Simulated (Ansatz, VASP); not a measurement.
Si2MoAu2 in VASP and in Ansatz

INCAR

```
SYSTEM = Si2MoAu2
ALGO = Normal
EDIFF = 1E-6
ENCUT = 520
GGA = PE
ISIF = 2
ISMEAR = -1
LASPH = .True.
LCHARG = .True.
LELF = .True.
LREAL = .False.
LVHAR = .True.
LWAVE = .False.
NBANDS = 30
NELM = 80
PREC = Accurate
SIGMA = 0.1
```

The input KPOINTS:

```
k-points
0
Gamma
  9 9 9
  0 0 0
```

File POSCAR:

```
Si2MoAu2
1.0
    0.0000000000      4.1206350000      0.0000000000
    4.1206350000      0.0000000000      0.0000000000
    2.0603170000      2.0603170000     -4.7862610000
Au Mo Si
2 1 2
Direct
    0.7500000000      0.2500000000      0.5000000000
    0.2500000000      0.7500000000      0.5000000000
    0.0000000000      0.0000000000      0.0000000000
    0.3900000000      0.3900000000      0.2200000000
    0.6100000000      0.6100000000      0.7800000000
```

Input for Ansatz:

```yaml
crystal:
  lattice:
    - [0.0, 4.120635, 0.0]
    - [4.120635, 0.0, 0.0]
    - [2.060317, 2.060317, -4.786261]
  atoms:
    - { symbol: Au, position: [0.75, 0.25, 0.5] }
    - { symbol: Au, position: [0.25, 0.75, 0.5] }
    - { symbol: Mo, position: [0.0, 0.0, 0.0] }
    - { symbol: Si, position: [0.39, 0.39, 0.22] }
    - { symbol: Si, position: [0.61, 0.61, 0.78] }
  symmetry: { tolerance: 0.0003 }
kpoints:
  mp_grid: { grid: [9, 9, 9], shift: [0, 0, 0] }
  band_path:
    path:
      - [0.0, 0.0, 0.0]
      - [0.5, 0.5, 0.5]
      - [0.5, 0.5, 0.25]
      - [0.0, 0.5, 0.0]
      - [0.0, 0.0, 0.0]
      - [0.0, 0.0, -0.5]
      - [0.0, 0.40734997, -0.29632501]
      - [0.0, 0.59265003, 0.29632501]
      - [0.0, 0.0, 0.0]
      - [0.5, 0.5, 0.5]
      - [0.40734997, 0.59265003, 0.5]
    npoints: 6
magnetization:
  spin_polarized: false
scf:
  occupations: { method: fermi_dirac }
  lower_state_search: "off"
  max_iter: 200
hamiltonian:
  pseudopotentials: { kind: paw }
  xc: pbe
basis:
  ecutwfc: 420
  fft_grid_basis: typed
output:
  forces: true
  stress: true
  eigenvalues: true
  bader: true
  populations: true
  elf: true
  write_potential: true
  volumetric_format: npy
  dos:
    e_range: [-12, 8]
    de: 0.05
    projected: { site_lists: { Au: [Au], Mo: [Mo], Si: [Si] } }
checkpoint:
  read: saved_state
```

Alike in both runs: task single point; functional PBE; k mesh 9 × 9 × 9; no spin polarisation.

|  | VASP | Ansatz |
| --- | --- | --- |
| version | VASP 6.6.1 | Ansatz 0.2.0 |
| potentials or method | VASP PAW PBE potentials, release 64 (Au, Mo_sv, Si), cutoff 520 eV | PAW plane waves |
| occupations | fermi-dirac, width 0.1 eV | fermi-dirac |
| valence electrons in the cell | 44 | 60 |

```tsv
	VASP	Ansatz	Ansatz less VASP
pressure (GPa)	6.8	6.9	+0.16
traceless stress, the component that is largest in VASP (GPa)	6.37	6.36	-0.013
rms of the force components (eV/Å)	0.246	0.247	+0.0003
```

Atom by atom the forces differ by 0.000 eV/Å (rms over components). VASP's potentials hold 44 valence electrons a cell and Ansatz's 60, so a difference there can come from the potentials and not from the codes.

Spin-orbit coupling is off throughout.
